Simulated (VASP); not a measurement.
Input of a VASP 6.6.1 run:

INCAR

```
PREC = Accurate
ENCUT = 500
EDIFF = 1E-6
ISMEAR = 0
SIGMA = 0.05
LREAL = F
LASPH = T
NELM = 120
ALGO = Normal
ISIF = 2
LWAVE = F
LCHARG = F
GGA = PE
NBANDS = 8
GGA_COMPAT = F
```

Contents of KPOINTS:

```
regular mesh
0
Gamma
  21 21 21
```

File POSCAR:

```
Al
1.0
    0.0000000000      2.0043510258      2.0043510258
    2.0043510258      0.0000000000      2.0043510258
    2.0043510258      2.0043510258      0.0000000000
Al
1
Direct
    0.0000000000      0.0000000000      0.0000000000
```

Potentials or basis: VASP PAW PBE potentials, release 64 (Al).

The run is started by

```bash
$ cat potpaw_PBE.64/Al/POTCAR > POTCAR
$ mpirun -np 1 vasp_std > vasp.out
```

(1) Estimate the pressure.

(2) Estimate the band gap on the k mesh.

## Answers

(1) 2.0 GPa.

(2) zero (an odd number of electrons rules out a gap without spin polarisation).
